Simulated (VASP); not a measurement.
Input of a VASP 6.6.1 run:

INCAR

```
ALGO     = Normal         # electronic algorithm
EDIFF    = 1E-6           # SCF threshold, eV
EDIFFG   = -0.001         # ionic threshold
ENCUT    = 600            # plane-wave cutoff, eV
IBRION   = 2              # ionic algorithm
ISIF     = 3              # what is computed and relaxed
ISMEAR   = 0              # smearing method
LASPH    = True           # aspherical terms in the spheres
LCHARG   = False          # write CHGCAR
LREAL    = False          # projectors in reciprocal space
LWAVE    = False          # write WAVECAR
NELM     = 80             # most SCF steps
NSW      = 80             # ionic steps
PREC     = Accurate       # precision mode
PSTRESS  = 250.0        
SIGMA    = 0.01           # smearing width, eV
```

File KPOINTS:

```
k-points
0
Gamma
  12 12 12
```

Contents of POSCAR:

```
BN
1.0
    0.0000000000      1.7902744181      1.7902744181
    1.7902744181      0.0000000000      1.7902744181
    1.7902744181      1.7902744181      0.0000000000
B N
1 1
Direct
    0.0000000000      0.0000000000      0.0000000000
    0.7500000000      0.7500000000      0.7500000000
```

Potentials or basis: VASP PAW LDA potentials, release 64 (B, N).

Command:

```bash
$ cat potpaw_LDA.64/B/POTCAR potpaw_LDA.64/N/POTCAR > POTCAR
$ mpirun -np 1 vasp_std > vasp.out
```

(1) Predict the band gap on the k mesh.

(2) What does it give for the relaxed volume?

## Answers

(1) 4.44 eV, indirect (least direct gap 9.08 eV).

(2) 5.43 Å³/atom.

Caveat: the cell is relaxed towards a set pressure, so the enthalpy falls and the energy may rise.
